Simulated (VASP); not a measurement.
# PbS in VASP: single point with r2SCAN

Aim: the single point of PbS with r2SCAN.

Everything below comes from runs of VASP 6.6.1. Logs are shortened: lines on timing, memory, paths and dates and some standing lists are left out, and cuts for length are marked.

## 1. The cell of the first run

The cell holds a slab with vacuum, 4 atoms: a = 4.148 Å, b = 4.237 Å, c = 22.259 Å, α = 93.84°, β = 93.76°, γ = 90.00°.

## 2. Single point, r2SCAN (shear xy strain +2.1%)

File POSCAR:

```
PbS
1.0
    2.9332578304     -2.9332584105     -0.0000051386
    2.9961091324      2.9961097003     -0.0000051386
   -2.0856050981     -0.0221074140     22.1612863754
Pb S
2 2
Direct
    0.7373195477      0.7171325633      0.9352364734
    0.2828674367      0.2626804523      0.0647635266
    0.2408129866      0.2203999710      0.9448777147
    0.7796000290      0.7591870134      0.0551222853
```

File INCAR.step1:

```
PREC = Accurate ; ENCUT = 520
ISMEAR = 0 ; SIGMA = 0.01
LREAL = False ; LASPH = True
NELM = 60 ; NBANDS = 28
GGA = PE ; ALGO = Normal
EDIFF = 1E-4 ; LWAVE = True
LCHARG = False
```

File INCAR.step2:

```
PREC = Accurate ; ENCUT = 520
EDIFF = 1E-6 ; ISMEAR = 0
SIGMA = 0.01 ; LREAL = False
LASPH = True ; NELM = 60
ALGO = Normal ; ISIF = 2
LWAVE = False ; LCHARG = True
METAGGA = R2SCAN ; LMIXTAU = True
LELF = True ; LVHAR = True
NBANDS = 28 ; ISTART = 1
```

File KPOINTS:

```
Automatic mesh
0
Gamma
  6 6 2
```

Potentials or basis: VASP PAW PBE potentials, release 64 (Pb_d, S).

Run with:

```console
cat potpaw_PBE.64/Pb_d/POTCAR potpaw_PBE.64/S/POTCAR > POTCAR
cp INCAR.step1 INCAR
mpirun -np 1 vasp_std > vasp.out
cp INCAR.step2 INCAR
mpirun -np 1 vasp_std > vasp.out
```

OUTCAR:

```text
PREC = Accurate
   ENCUT = 520
   EDIFF = 1E-6
   ISMEAR = 0
   LREAL = False
   LASPH = True
   NELM = 60
   ISIF = 2
   METAGGA = R2SCAN
   ISTART = 1

 ion  position               nearest neighbor table
   1  0.737  0.717  0.935-   4 2.66   3 2.97   3 2.97   3 2.97   3 2.97   2 4.13   2 4.13   2 4.13
                             2 4.13
   2  0.283  0.263  0.065-   3 2.66   4 2.97   4 2.97   4 2.97   4 2.97   1 4.13   1 4.13   1 4.13
                             1 4.13
   3  0.241  0.220  0.945-   2 2.66   1 2.97   1 2.97   1 2.97   1 2.97
   4  0.780  0.759  0.055-   1 2.66   2 2.97   2 2.97   2 2.97   2 2.97

  LATTYP: Found a triclinic cell.
 ALAT       =     4.1482534159
 B/A-ratio  =     1.4294449907
 C/A-ratio  =     5.3934832816
 COS(alpha) =     0.0364824589
 COS(beta)  =     0.1201916842
 COS(gamma) =     0.6995720778

  Lattice vectors:

 A1 = (   2.9332578304,  -2.9332584105,  -0.0000051386)
 A2 = (   5.9293669628,   0.0628512898,  -0.0000102772)
 A3 = (   0.8476527323,  -2.9553658245,  22.1612812368)

Analysis of symmetry for initial positions (statically):
=====================================================================
 Subroutine PRICEL returns:
 Original cell was already a primitive cell.

 Routine SETGRP: Setting up the symmetry group for a
 triclinic supercell.

 Subroutine GETGRP returns: Found  1 space group operations
 (whereof  1 operations were pure point group operations)
 out of a pool of  2 trial point group operations.

The static configuration has the point symmetry C_1 .

Analysis of symmetry for dynamics (positions and initial velocities):
=====================================================================
 Subroutine PRICEL returns:
 Original cell was already a primitive cell.

 Routine SETGRP: Setting up the symmetry group for a
 triclinic supercell.

 Subroutine GETGRP returns: Found  1 space group operations
 (whereof  1 operations were pure point group operations)
 out of a pool of  2 trial point group operations.

The dynamic configuration has the point symmetry C_1 .

 Subroutine INISYM returns: Found  1 space group operations
 (whereof  1 operations are pure point group operations),
 and found     1 'primitive' translations

----------------------------------------------------------------------------------------

                                     Primitive cell

  volume of cell :     389.5228

  direct lattice vectors                    reciprocal lattice vectors
     2.933257830 -2.933258411 -0.000005139     0.170458960 -0.170458900  0.015871898
     2.996109132  2.996109700 -0.000005139     0.166883135  0.166883074  0.015871898
    -2.085605098 -0.022107414 22.161286375     0.000000078 -0.000000001  0.045123742

  length of vectors
     4.148253416  4.237138571 22.259219465     0.241587274  0.236541451  0.045123742

  position of ions in fractional coordinates (direct lattice)
     0.737319548  0.717132563  0.935236473
     0.282867437  0.262680452  0.064763527
     0.240812987  0.220399971  0.944877715
     0.779600029  0.759187013  0.055122285

  ion indices of the primitive-cell ions
   primitive index   ion index
                 1           1
                 2           2
                 3           3
                 4           4

----------------------------------------------------------------------------------------

 KPOINTS: Automatic mesh

Automatic generation of k-mesh.
 Grid dimensions read from file:
 generate k-points for:    6    6    2

 Generating k-lattice:

  Cartesian coordinates                     Fractional coordinates (reciprocal lattice)
     0.028409827 -0.028409817  0.002645316     0.166666667  0.000000000  0.000000000
     0.027813856  0.027813846  0.002645316     0.000000000  0.166666667 -0.000000000
     0.000000039 -0.000000000  0.022561871    -0.000000000 -0.000000000  0.500000000

  Length of vectors
     0.040264546  0.039423575  0.022561871

  Shift w.r.t. Gamma in fractional coordinates (k-lattice)
     0.000000000  0.000000000  0.000000000

 Subroutine IBZKPT returns following result:
 ===========================================

 Found     40 irreducible k-points:

 Following reciprocal coordinates:
            Coordinates               Weight
  0.000000  0.000000  0.000000      1.000000
  0.166667  0.000000  0.000000      2.000000
  0.333333  0.000000 -0.000000      2.000000
  0.500000  0.000000  0.000000      1.000000
 -0.000000  0.166667 -0.000000      2.000000
  0.166667  0.166667  0.000000      2.000000
[... 16 lines left out ...]
  0.333333  0.000000  0.500000      2.000000
  0.500000  0.000000  0.500000      1.000000
 [... further k-points ...]
   k-points           NKPTS =     40   k-points in BZ     NKDIM =     40   number of bands    NBANDS=     28
   number of dos      NEDOS =    301   number of ions     NIONS =      4
   total plane-waves  NPLWV = 172032
   dimension x,y,z NGX =    32 NGY =   32 NGZ =  168
   dimension x,y,z NGXF=    64 NGYF=   64 NGZF=  336
   ions per type =               2   2
   NGX,Y,Z   is equivalent  to a cutoff of  12.82, 12.56, 12.55 a.u.
   NGXF,Y,Z  is equivalent  to a cutoff of  25.65, 25.11, 25.09 a.u.
 SYSTEM =  unknown system
   PREC   = accura    normal or accurate (medium, high low for compatibility)
   ISTART =      1    job   : 0-new  1-cont  2-samecut
   ICHARG =      0    charge: 1-file 2-atom 10-const
   ISPIN  =      1    spin polarized calculation?
   LNONCOLLINEAR =      F non collinear calculations
   LSORBIT =      F    spin-orbit coupling
   LASPH  =      T    aspherical Exc in radial PAW
   ENCUT  =  520.0 eV  38.22 Ry    6.18 a.u.   7.71  7.88 41.39*2*pi/ulx,y,z
   NELM   =     60;   NELMIN=  2; NELMDL=  0     # of ELM steps
   EDIFF  = 0.1E-05   stopping-criterion for ELM
   LREAL  =      F    real-space projection
   EDIFFG = 0.1E-04   stopping-criterion for IOM
   NSW    =      0    number of steps for IOM
   IBRION =     -1    ionic relax: 0-MD 1-quasi-New 2-CG
   NFREE  =      0    steps in history (QN), initial steepest desc. (CG)
   ISIF   =      2    stress and relaxation
   ISYM   =      2    0-nonsym 1-usesym 2-fastsym
   POTIM  = 0.5000    time-step for ionic-motion
   TEBEG  =    0.0;   TEEND  =   0.0 temperature during run
   PSTRESS=    0.0 pullay stress
   NELECT =      40.0000    total number of electrons
   NUPDOWN=      -1.0000    fix difference up-down
   EMIN   =  10.00;   EMAX   =-10.00  energy-range for DOS
   EFERMI =   0.00;   METHOD = LEGACY
   ISMEAR =     0;   SIGMA  =   0.01  broadening in eV -4-tet -1-fermi 0-gaus
   EFERMI_NEDOS =   21; number of points for ismear=-14 and -15
   IALGO  =     38    algorithm
   IMIX   =      4    mixing-type and parameters
     AMIX     =   0.40;   BMIX     =  1.00
     AMIX_MAG =   1.60;   BMIX_MAG =  1.00
  volume/ion in A,a.u.               =      97.38       657.16
  Fermi-wavevector in a.u.,A,eV,Ry     =   0.766627  1.448714  7.996366  0.587716
  Thomas-Fermi vector in A             =   1.867007
   LORBIT       =      0    0 simple, 1 ext, 2 COOP (PROOUT), +10 PAW based schemes
   METAGGA = R2SCAN    functional components
   LHFCALC =     F    Hartree Fock is set to
   AEXX    =    0.0000 exact exchange contribution
   IVDW    =     0    specifies the selected vdW correction
   LEPSILON=     F    determine dielectric tensor
   LRPA    =     F    only Hartree local field effects (RPA)
 non-spin polarized calculation
 Gauss-broadening in eV      SIGMA  =   0.01
  energy-cutoff  :      520.00
  volume of cell :      389.52
 maximum number of plane-waves:     10546
   NGX = 15   NGY = 15   NGZ = 83

 number of electron      39.9999997 magnetization

 Free energy of the ion-electron system (eV)
  ---------------------------------------------------
  ext. energy  EPLUGINS =         0.00000000
  ---------------------------------------------------
  free energy    TOTEN  =      -130.90903375 eV

  energy without entropy =     -130.90903375  energy(sigma->0) =     -130.90903375

 E-fermi :  -2.0807     XC(G=0):  -3.1006

 val. band max:       -2.1774081657   @ k =  -0.0000   0.3333  -0.0000
 cond. band min:       0.1161253027   @ k =  -0.0000  -0.0000   0.5000
 fundamental gap:      2.2935334684
 Fermi energy:        -2.0806821866

 k-point     1 :       0.0000    0.0000    0.0000
  band No.  band energies     occupation
      1     -18.9354      2.00000
      2     -18.8172      2.00000
      3     -18.8036      2.00000
      4     -18.7854      2.00000
      5     -18.7746      2.00000
      6     -18.7573      2.00000
[... 20 lines left out ...]
     27       3.6607      0.00000
     28       3.9786      0.00000

 k-point     2 :       0.1667    0.0000    0.0000
  band No.  band energies     occupation
      1     -18.9165      2.00000
      2     -18.8073      2.00000
      3     -18.7928      2.00000
      4     -18.7889      2.00000
      5     -18.7832      2.00000
      6     -18.7726      2.00000
[... 20 lines left out ...]
     27       3.2506      0.00000
     28       3.9416      0.00000

 k-point     3 :       0.3333    0.0000   -0.0000
  band No.  band energies     occupation
      1     -18.8739      2.00000
      2     -18.8033      2.00000
      3     -18.7992      2.00000
      4     -18.7938      2.00000
      5     -18.7872      2.00000
      6     -18.7754      2.00000
[... 20 lines left out ...]
     27       3.5628      0.00000
     28       3.8604      0.00000

 k-point     4 :       0.5000    0.0000    0.0000
  band No.  band energies     occupation
      1     -18.8322      2.00000
      2     -18.8322      2.00000
      3     -18.8053      2.00000
      4     -18.8053      2.00000
      5     -18.7751      2.00000
      6     -18.7751      2.00000
[... 578 lines left out ...]
     27       3.6208      0.00000
     28       3.8395      0.00000

 k-point    23 :       0.3333    0.0000    0.5000
  band No.  band energies     occupation
      1     -18.8739      2.00000
      2     -18.8033      2.00000
      3     -18.7992      2.00000
      4     -18.7938      2.00000
      5     -18.7872      2.00000
      6     -18.7754      2.00000
[... 20 lines left out ...]
     27       3.5836      0.00000
     28       3.7603      0.00000

 k-point    24 :       0.5000    0.0000    0.5000
  band No.  band energies     occupation
      1     -18.8322      2.00000
      2     -18.8322      2.00000
      3     -18.8053      2.00000
      4     -18.8053      2.00000
      5     -18.7751      2.00000
      6     -18.7751      2.00000
[... 20 lines left out ...]
     27       4.4531      0.00000
     28       4.4833      0.00000

 [... further k-points ...]

------------------------ aborting loop because EDIFF is reached ----------------------------------------

  FORCE on cell =-STRESS in cart. coord.  units (eV):
  Direction    XX          YY          ZZ          XY          YZ          ZX
  --------------------------------------------------------------------------------------
  -------------------------------------------------------------------------------------
  Total        0.5427988      0.5430054      0.1548669     -0.2868838      0.0000136      0.0000059
  in kB        2.2326294      2.2334791      0.6369956     -1.1800046      0.0000559      0.0000243
  external PRESSURE =       1.7010347 kB  Pullay stress =       0.0000000 kB

 VOLUME and BASIS-vectors are now :
 -----------------------------------------------------------------------------
  energy-cutoff  :      520.00
  volume of cell :      389.52
      direct lattice vectors                 reciprocal lattice vectors
     2.933257830 -2.933258411 -0.000005139     0.170458960 -0.170458900  0.015871898
     2.996109132  2.996109700 -0.000005139     0.166883135  0.166883074  0.015871898
    -2.085605098 -0.022107414 22.161286375     0.000000078 -0.000000001  0.045123742

 POSITION                                       TOTAL-FORCE (eV/Angst)
 -----------------------------------------------------------------------------------
      2.36082     -0.03482     20.72604         0.000347     -0.000395     -0.045564
      1.48167     -0.04414      1.43524         0.000046     -0.000130      0.045625
     -0.60393     -0.06691     20.93970        -0.000196      0.000180     -0.028021
      4.44641     -0.01338      1.22157        -0.000197      0.000346      0.027959
 -----------------------------------------------------------------------------------
    total drift:                                0.000523     -0.000518      0.000131

  FREE ENERGIE OF THE ION-ELECTRON SYSTEM (eV)
  ---------------------------------------------------
  free  energy   TOTEN  =      -130.9090337510 eV

  energy  without entropy=     -130.9090337510  energy(sigma->0) =     -130.90903375
```

Wall time 19 min (1 thread of AMD EPYC 9R45 (Zen 5), shared host); peak memory 0.66 GiB.

Results:

| Quantity | Value |
| --- | --- |
| Free energy | -130.9090 eV |
| Largest force | 0.046 eV/Å |
| Band gap on the k mesh | 2.29 eV (least direct gap 2.42 eV) |

Forces on the atoms (eV/Å):
```
Pb   0.000  0.000 -0.046
Pb   0.000  0.000  0.046
S    0.000  0.000 -0.028
S    0.000  0.000  0.028
```

Caveat: the cell differs from its parent crystal (shear xy strain +2.1%); there is no dipole correction, which matters where the two faces differ; the PAW data sets were made with another functional, which shifts forces and pressure a little; spin-orbit coupling is left out, which moves the levels of the heavy elements.
